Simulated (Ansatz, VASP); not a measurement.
# H2C in VASP and in Ansatz

The input INCAR:

```
PREC = Accurate
ENCUT = 520
EDIFF = 1E-6
ISMEAR = 0
SIGMA = 0.01
LREAL = F
LASPH = T
NELM = 120
ALGO = Normal
ISIF = 2
LWAVE = F
LCHARG = F
NBANDS = 15
GGA_COMPAT = F
NELMDL = -8
```

Contents of KPOINTS:

```
regular mesh
0
Gamma
  1 1 1
```

Contents of POSCAR:

```
H2C
1.0
   12.0000000000      0.0000000000      0.0000000000
    0.0000000000     12.5000000000      0.0000000000
    0.0000000000      0.0000000000     13.0000000000
C H
2 4
Direct
    0.5000000000      0.5000000000      0.5512393249
    0.5000000000      0.5000000000      0.4487606751
    0.5000000000      0.5742480162      0.5953335202
    0.5000000000      0.4257519838      0.5953335202
    0.5000000000      0.5742480162      0.4046664798
    0.5000000000      0.4257519838      0.4046664798
```

Input for Ansatz:

```yaml
crystal:
  lattice:
    - [12.0, 0.0, 0.0]
    - [0.0, 12.5, 0.0]
    - [0.0, 0.0, 13.0]
  atoms:
    - { symbol: C, position: [0.5, 0.5, 0.5512393249] }
    - { symbol: C, position: [0.5, 0.5, 0.4487606751] }
    - { symbol: H, position: [0.5, 0.5742480162, 0.5953335202] }
    - { symbol: H, position: [0.5, 0.4257519838, 0.5953335202] }
    - { symbol: H, position: [0.5, 0.5742480162, 0.4046664798] }
    - { symbol: H, position: [0.5, 0.4257519838, 0.4046664798] }
scf:
  occupations: { method: fixed }
output:
  forces: true
hamiltonian:
  xc: lda
kpoints:
  mp_grid: { grid: [1, 1, 1] }
```

Alike in both runs: task single point; functional LDA; k mesh 1 × 1 × 1; no spin polarisation.

```csv
,VASP,Ansatz
version,VASP 6.6.1,Ansatz 0.2.0
potentials or method,"VASP PAW LDA potentials, release 64 (C, H)","scalar-relativistic, plane waves, PAW"
plane-wave cutoff (eV),520,420
occupations,"gaussian, width 0.01 eV",fixed
valence electrons in the cell,12,12
```

VASP gave:

* rms of the force components (eV/Å): 0.209

**Question.** Estimate Ansatz's values.

**Answer.** rms of the force components (eV/Å): 0.212.

LDA's correlation is that of Perdew and Zunger in VASP and of Perdew and Wang (1992) in Ansatz. Atom by atom the forces differ by 0.021 eV/Å (rms over components).
